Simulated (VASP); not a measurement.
# Al (Im-3m) in VASP: further runs

Al is run at these levels: LDA; tasks: single point.

Program: VASP 6.6.1. These are calculated values, not measurements. Logs are shortened: lines on timing, memory, paths and dates and some standing lists are left out, and cuts for length are marked.

### Step 1. The cell of the first run

Symmetry: Im-3m, No. 229, cubic system. Conventional cell: a = 3.182 Å, b = 3.182 Å, c = 3.182 Å, α = 90.00°, β = 90.00°, γ = 90.00°. Al (site symmetry m-3m) has 14 Al at 2.76 to 3.18 Å within 3.6 Å.

### Step 2. Single point, LDA

The input, INCAR:

```
PREC = Accurate ; ENCUT = 520
EDIFF = 1E-7 ; ISMEAR = 1
SIGMA = 0.2 ; LREAL = F
LASPH = T ; NELM = 80
ALGO = Fast ; ISIF = 2
LWAVE = F ; LCHARG = F
NBANDS = 8
```

The input, KPOINTS:

```
regular mesh
0
Gamma
  20 20 20
```

The input, POSCAR:

```
Al
1.0
   -1.5912186900      1.5912186900      1.5912186900
    1.5912186900     -1.5912186900      1.5912186900
    1.5912186900      1.5912186900     -1.5912186900
Al
1
Direct
    0.0000000000      0.0000000000      0.0000000000
```

Potentials or basis: VASP PAW LDA potentials, release 64 (Al).

The run is started by

```bash
cat potpaw_LDA.64/Al/POTCAR > POTCAR
mpirun -np 1 vasp_std > vasp.out
```

OUTCAR:

```text
PREC = Accurate
   ENCUT = 520
   EDIFF = 1E-7
   ISMEAR = 1
   LREAL = F
   LASPH = T
   NELM = 80
   ISIF = 2

 ion  position               nearest neighbor table
   1  0.000  0.000  0.000-

  LATTYP: Found a body centered cubic cell.
 ALAT       =     3.1824373800

  Lattice vectors:

 A1 = (  -1.5912186900,   1.5912186900,   1.5912186900)
 A2 = (   1.5912186900,  -1.5912186900,   1.5912186900)
 A3 = (   1.5912186900,   1.5912186900,  -1.5912186900)

Analysis of symmetry for initial positions (statically):
=====================================================================
 Subroutine PRICEL returns:
 Original cell was already a primitive cell.

 Routine SETGRP: Setting up the symmetry group for a
 body centered cubic supercell.

 Subroutine GETGRP returns: Found 48 space group operations
 (whereof 48 operations were pure point group operations)
 out of a pool of 48 trial point group operations.

The static configuration has the point symmetry O_h .

Analysis of symmetry for dynamics (positions and initial velocities):
=====================================================================
 Subroutine PRICEL returns:
 Original cell was already a primitive cell.

 Routine SETGRP: Setting up the symmetry group for a
 body centered cubic supercell.

 Subroutine GETGRP returns: Found 48 space group operations
 (whereof 48 operations were pure point group operations)
 out of a pool of 48 trial point group operations.

The dynamic configuration has the point symmetry O_h .

 Subroutine INISYM returns: Found 48 space group operations
 (whereof 48 operations are pure point group operations),
 and found     1 'primitive' translations

----------------------------------------------------------------------------------------

                                     Primitive cell

  volume of cell :      16.1157

  direct lattice vectors                    reciprocal lattice vectors
    -1.591218690  1.591218690  1.591218690     0.000000000  0.314224565  0.314224565
     1.591218690 -1.591218690  1.591218690     0.314224565  0.000000000  0.314224565
     1.591218690  1.591218690 -1.591218690     0.314224565  0.314224565  0.000000000

  length of vectors
     2.756071617  2.756071617  2.756071617     0.444380641  0.444380641  0.444380641

  position of ions in fractional coordinates (direct lattice)
     0.000000000  0.000000000  0.000000000

  ion indices of the primitive-cell ions
   primitive index   ion index
                 1           1

----------------------------------------------------------------------------------------

 KPOINTS: regular mesh

Automatic generation of k-mesh.
 Grid dimensions read from file:
 generate k-points for:   20   20   20

 Generating k-lattice:

  Cartesian coordinates                     Fractional coordinates (reciprocal lattice)
     0.000000000  0.015711228  0.015711228     0.050000000  0.000000000  0.000000000
     0.015711228  0.000000000  0.015711228     0.000000000  0.050000000  0.000000000
     0.015711228  0.015711228  0.000000000     0.000000000  0.000000000  0.050000000

  Length of vectors
     0.022219032  0.022219032  0.022219032

  Shift w.r.t. Gamma in fractional coordinates (k-lattice)
     0.000000000  0.000000000  0.000000000

 Subroutine IBZKPT returns following result:
 ===========================================

 Found    256 irreducible k-points:

 Following reciprocal coordinates:
            Coordinates               Weight
  0.000000  0.000000  0.000000      1.000000
  0.050000  0.000000  0.000000     12.000000
  0.100000  0.000000  0.000000     12.000000
  0.150000  0.000000  0.000000     12.000000
  0.200000  0.000000  0.000000     12.000000
  0.250000  0.000000  0.000000     12.000000
[... 16 lines left out ...]
  0.200000  0.100000  0.000000     48.000000
  0.250000  0.100000  0.000000     48.000000
 [... further k-points ...]
   k-points           NKPTS =    256   k-points in BZ     NKDIM =    256   number of bands    NBANDS=      8
   number of dos      NEDOS =    301   number of ions     NIONS =      1
   total plane-waves  NPLWV =   8000
   dimension x,y,z NGX =    20 NGY =   20 NGZ =   20
   dimension x,y,z NGXF=    40 NGYF=   40 NGZF=   40
   ions per type =               1
   NGX,Y,Z   is equivalent  to a cutoff of  12.06, 12.06, 12.06 a.u.
   NGXF,Y,Z  is equivalent  to a cutoff of  24.13, 24.13, 24.13 a.u.
 SYSTEM =  unknown system
   PREC   = accura    normal or accurate (medium, high low for compatibility)
   ISTART =      0    job   : 0-new  1-cont  2-samecut
   ICHARG =      2    charge: 1-file 2-atom 10-const
   ISPIN  =      1    spin polarized calculation?
   LNONCOLLINEAR =      F non collinear calculations
   LSORBIT =      F    spin-orbit coupling
   LASPH  =      T    aspherical Exc in radial PAW
   ENCUT  =  520.0 eV  38.22 Ry    6.18 a.u.   5.12  5.12  5.12*2*pi/ulx,y,z
   NELM   =     80;   NELMIN=  2; NELMDL= -5     # of ELM steps
   EDIFF  = 0.1E-06   stopping-criterion for ELM
   LREAL  =      F    real-space projection
   EDIFFG = 0.1E-05   stopping-criterion for IOM
   NSW    =      0    number of steps for IOM
   IBRION =     -1    ionic relax: 0-MD 1-quasi-New 2-CG
   NFREE  =      0    steps in history (QN), initial steepest desc. (CG)
   ISIF   =      2    stress and relaxation
   ISYM   =      2    0-nonsym 1-usesym 2-fastsym
   POTIM  = 0.5000    time-step for ionic-motion
   TEBEG  =    0.0;   TEEND  =   0.0 temperature during run
   PSTRESS=    0.0 pullay stress
   NELECT =       3.0000    total number of electrons
   NUPDOWN=      -1.0000    fix difference up-down
   EMIN   =  10.00;   EMAX   =-10.00  energy-range for DOS
   EFERMI =   0.00;   METHOD = LEGACY
   ISMEAR =     1;   SIGMA  =   0.20  broadening in eV -4-tet -1-fermi 0-gaus
   EFERMI_NEDOS =   21; number of points for ismear=-14 and -15
   IALGO  =     68    algorithm
   IMIX   =      4    mixing-type and parameters
     AMIX     =   0.40;   BMIX     =  1.00
     AMIX_MAG =   1.60;   BMIX_MAG =  1.00
  volume/ion in A,a.u.               =      16.12       108.75
  Fermi-wavevector in a.u.,A,eV,Ry     =   0.934757  1.766435 11.888371  0.873771
  Thomas-Fermi vector in A             =   2.061595
   LORBIT       =      0    0 simple, 1 ext, 2 COOP (PROOUT), +10 PAW based schemes
   GGA     = CA    functional components
   LHFCALC =     F    Hartree Fock is set to
   AEXX    =    0.0000 exact exchange contribution
   IVDW    =     0    specifies the selected vdW correction
   LEPSILON=     F    determine dielectric tensor
   LRPA    =     F    only Hartree local field effects (RPA)
 non-spin polarized calculation
 RMM-DIIS sequential band-by-band and
 Methfessel and Paxton  Order N= 1 SIGMA  =   0.20
  energy-cutoff  :      520.00
  volume of cell :       16.12
 maximum number of plane-waves:       466
   NGX = 11   NGY = 11   NGZ = 11

 number of electron       3.0000000 magnetization

 Free energy of the ion-electron system (eV)
  ---------------------------------------------------
  ext. energy  EPLUGINS =         0.00000000
  ---------------------------------------------------
  free energy    TOTEN  =        -4.09041430 eV

  energy without entropy =       -4.09021865  energy(sigma->0) =       -4.09034908

 E-fermi :   8.0503     XC(G=0): -10.4348

 val. band max:        8.0452980292   @ k =  -0.3000   0.5000   0.0500
 cond. band min:       8.0869970519   @ k =  -0.4500   0.5000   0.4000
 fundamental gap:      0.0416990226
 Fermi energy:         8.0502501683

 k-point     1 :       0.0000    0.0000    0.0000
  band No.  band energies     occupation
      1      -3.2203      2.00000
      2      21.3745      0.00000
      3      21.3745      0.00000
      4      21.3745      0.00000
      5      22.8115      0.00000
      6      22.8115      0.00000
      7      22.8115      0.00000
      8      24.5059      0.00000

 k-point     2 :       0.0500    0.0000    0.0000
  band No.  band energies     occupation
      1      -3.1474      2.00000
      2      20.3964      0.00000
      3      20.7753      0.00000
      4      21.0750      0.00000
      5      22.5124      0.00000
      6      23.2473      0.00000
      7      23.5314      0.00000
      8      23.8238      0.00000

 k-point     3 :       0.1000    0.0000    0.0000
  band No.  band energies     occupation
      1      -2.9289      2.00000
      2      18.5378      0.00000
      3      19.8755      0.00000
      4      20.3775      0.00000
      5      21.8298      0.00000
      6      22.9488      0.00000
      7      23.8833      0.00000
      8      24.6409      0.00000

 k-point     4 :       0.1500    0.0000    0.0000
  band No.  band energies     occupation
      1      -2.5654      2.00000
      2      16.4682      0.00000
      3      19.0364      0.00000
      4      19.5611      0.00000
      5      21.0529      0.00000
      6      22.2398      0.00000
      7      24.4886      0.00000
      8      24.8983      0.00000

 k-point     5 :       0.2000    0.0000    0.0000
  band No.  band energies     occupation
      1      -2.0581      2.00000
      2      14.3916      0.00000
      3      18.2999      0.00000
      4      18.7682      0.00000
      5      20.3138      0.00000
      6      21.6018      0.00000
      7      25.1502      0.00000
      8      25.2785      0.00000
[... 177 lines left out ...]
 k-point    22 :       0.1500    0.1000    0.0000
  band No.  band energies     occupation
      1      -1.8413      2.00000
      2      14.5511      0.00000
      3      15.8383      0.00000
      4      18.2976      0.00000
      5      21.5324      0.00000
      6      22.4226      0.00000
      7      24.5554      0.00000
      8      26.0611      0.00000

 k-point    23 :       0.2000    0.1000    0.0000
  band No.  band energies     occupation
      1      -1.1928      2.00000
      2      12.5593      0.00000
      3      15.1322      0.00000
      4      17.6531      0.00000
      5      20.9077      0.00000
      6      22.5526      0.00000
      7      24.5072      0.00000
      8      27.2427      0.00000

 k-point    24 :       0.2500    0.1000    0.0000
  band No.  band energies     occupation
      1      -0.4044      2.00000
      2      10.6504     -0.00000
      3      14.5518      0.00000
      4      17.1128      0.00000
      5      20.3702      0.00000
      6      22.4685      0.00000
      7      24.8223      0.00000
      8      28.2795      0.00000

 [... further k-points ...]

------------------------ aborting loop because EDIFF is reached ----------------------------------------

  FORCE on cell =-STRESS in cart. coord.  units (eV):
  Direction    XX          YY          ZZ          XY          YZ          ZX
  --------------------------------------------------------------------------------------
  -------------------------------------------------------------------------------------
  Total        0.0516874      0.0516874      0.0516874      0.0000000      0.0000000     -0.0000000
  in kB        5.1386079      5.1386079      5.1386079      0.0000000      0.0000000     -0.0000000
  external PRESSURE =       5.1386079 kB  Pullay stress =       0.0000000 kB

 VOLUME and BASIS-vectors are now :
 -----------------------------------------------------------------------------
  energy-cutoff  :      520.00
  volume of cell :       16.12
      direct lattice vectors                 reciprocal lattice vectors
    -1.591218690  1.591218690  1.591218690     0.000000000  0.314224565  0.314224565
     1.591218690 -1.591218690  1.591218690     0.314224565  0.000000000  0.314224565
     1.591218690  1.591218690 -1.591218690     0.314224565  0.314224565  0.000000000

 POSITION                                       TOTAL-FORCE (eV/Angst)
 -----------------------------------------------------------------------------------
      0.00000      0.00000      0.00000        -0.000000     -0.000000      0.000000
 -----------------------------------------------------------------------------------
    total drift:                                0.000000      0.000000     -0.000000

  FREE ENERGIE OF THE ION-ELECTRON SYSTEM (eV)
  ---------------------------------------------------
  free  energy   TOTEN  =        -4.0904142975 eV

  energy  without entropy=       -4.0902186532  energy(sigma->0) =       -4.09034908
```

Wall time 23 s (1 thread of Intel Xeon Platinum 8259CL at 2.50GHz (Skylake/Cascade Lake), shared host); peak memory 0.13 GiB.

Results:

```
Free energy : -4.0904 eV
Pressure    : 0.5 GPa
```

### Step 3. Single point, LDA

The input, INCAR:

```
PREC = Accurate
ENCUT = 520
EDIFF = 1E-6
ISMEAR = 1
SIGMA = 0.2
LREAL = F
LASPH = T
NELM = 80
ALGO = Normal
ISIF = 2
LWAVE = F
LCHARG = T
LELF = T
LVHAR = T
NBANDS = 8
```

The input, KPOINTS:

```
regular mesh
0
Gamma
  24 24 24
```

POSCAR is that of step 2.

Potentials or basis: VASP PAW LDA potentials, release 64 (Al).

The run is started by

```bash
cat potpaw_LDA.64/Al/POTCAR > POTCAR
mpirun -np 1 vasp_std > vasp.out
```

OUTCAR:

```text
PREC = Accurate
   ENCUT = 520
   EDIFF = 1E-6
   ISMEAR = 1
   LREAL = F
   LASPH = T
   NELM = 80
   ISIF = 2

 ion  position               nearest neighbor table
   1  0.000  0.000  0.000-

  LATTYP: Found a body centered cubic cell.
 ALAT       =     3.1824373800

  Lattice vectors:

 A1 = (  -1.5912186900,   1.5912186900,   1.5912186900)
 A2 = (   1.5912186900,  -1.5912186900,   1.5912186900)
 A3 = (   1.5912186900,   1.5912186900,  -1.5912186900)

Analysis of symmetry for initial positions (statically):
=====================================================================
 Subroutine PRICEL returns:
 Original cell was already a primitive cell.

 Routine SETGRP: Setting up the symmetry group for a
 body centered cubic supercell.

 Subroutine GETGRP returns: Found 48 space group operations
 (whereof 48 operations were pure point group operations)
 out of a pool of 48 trial point group operations.

The static configuration has the point symmetry O_h .

Analysis of symmetry for dynamics (positions and initial velocities):
=====================================================================
[... 160 lines left out ...]
 fundamental gap:      0.0284886482
 Fermi energy:         8.0314281199

 k-point     1 :       0.0000    0.0000    0.0000
  band No.  band energies     occupation
      1      -3.2203      2.00000
      2      21.3745      0.00000
      3      21.3745      0.00000
      4      21.3745      0.00000
      5      22.8117      0.00000
      6      22.8117      0.00000
      7      22.8117      0.00000
      8      24.5059      0.00000
[... 243 lines left out ...]
 k-point    24 :       0.4583    0.0417    0.0000
  band No.  band energies     occupation
      1       3.3285      2.00000
      2       4.5788      2.00000
      3      15.3940      0.00000
      4      16.4608      0.00000
      5      18.5292      0.00000
      6      20.1038      0.00000
      7      28.5027      0.00000
      8      29.7714      0.00000

 [... further k-points ...]

------------------------ aborting loop because EDIFF is reached ----------------------------------------

  FORCE on cell =-STRESS in cart. coord.  units (eV):
  Direction    XX          YY          ZZ          XY          YZ          ZX
  --------------------------------------------------------------------------------------
  -------------------------------------------------------------------------------------
  Total        0.0512455      0.0512455      0.0512455     -0.0000000      0.0000000      0.0000000
  in kB        5.0946796      5.0946796      5.0946796     -0.0000000      0.0000000      0.0000000
  external PRESSURE =       5.0946796 kB  Pullay stress =       0.0000000 kB

 VOLUME and BASIS-vectors are now :
 -----------------------------------------------------------------------------
  energy-cutoff  :      520.00
  volume of cell :       16.12
      direct lattice vectors                 reciprocal lattice vectors
    -1.591218690  1.591218690  1.591218690     0.000000000  0.314224565  0.314224565
     1.591218690 -1.591218690  1.591218690     0.314224565  0.000000000  0.314224565
     1.591218690  1.591218690 -1.591218690     0.314224565  0.314224565  0.000000000

 POSITION                                       TOTAL-FORCE (eV/Angst)
 -----------------------------------------------------------------------------------
      0.00000      0.00000      0.00000         0.000000      0.000000     -0.000000
 -----------------------------------------------------------------------------------
    total drift:                                0.000000      0.000000     -0.000000

  FREE ENERGIE OF THE ION-ELECTRON SYSTEM (eV)
  ---------------------------------------------------
  free  energy   TOTEN  =        -4.0914446642 eV

  energy  without entropy=       -4.0916204195  energy(sigma->0) =       -4.09150325
```

stdout:

```text
POSCAR found type information on POSCAR Al
 POSCAR found :  1 types and       1 ions
 scaLAPACK will be used
 LDA part: xc-table for (Slater(with rela. corr.)+CA(PZ))
 , standard interpolation
 POSCAR, INCAR and KPOINTS ok, starting setup
 FFT: planning ... GRIDC
 FFT: planning ... GRID_SOFT
 FFT: planning ... GRID
 WAVECAR not read
 entering main loop
```

It took 31 s on 1 thread of Intel Xeon Platinum 8259CL at 2.50GHz (Skylake/Cascade Lake), shared host; peak memory 0.15 GiB.

Results:

```
Free energy : -4.0914 eV
Pressure    : 0.5 GPa
```
